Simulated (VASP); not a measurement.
Here is a VASP 6.6.1 calculation.

File INCAR:

```
SYSTEM = AlNi
PREC = Accurate
ENCUT = 520
EDIFF = 1E-6
ISMEAR = 0
SIGMA = 0.1
LREAL = .False.
LASPH = .True.
NELM = 60
ALGO = Fast
ISIF = 2
LWAVE = .False.
LCHARG = .True.
GGA = PS
LELF = .True.
LVHAR = .True.
NBANDS = 14
```

KPOINTS

```
regular mesh
0
Gamma
  18 18 18
  0 0 0
```

The input POSCAR:

```
AlNi
1.0
    2.8014328414      0.0000000000      0.0000000000
    0.0000000000      2.8014328414      0.0000000000
    0.0000000000      0.0000000000      2.9502629894
Al Ni
1 1
Direct
    0.0000000000      0.0000000000      0.0000000000
    0.5000000000      0.5000000000      0.5000000000
```

Potentials or basis: VASP PAW PBE potentials, release 64 (Al, Ni).

Run with:

```bash
$ cat potpaw_PBE.64/Al/POTCAR potpaw_PBE.64/Ni/POTCAR > POTCAR
$ mpirun -np 1 vasp_std > vasp.out
```

(1) Estimate the pressure.

## Answers

(1) 2.5 GPa.

Caveat: the cell differs from its parent crystal (biaxial strain in the a-b plane: -2.0 %, then relaxed in part); the PAW data sets were made with another functional, which shifts forces and pressure a little.
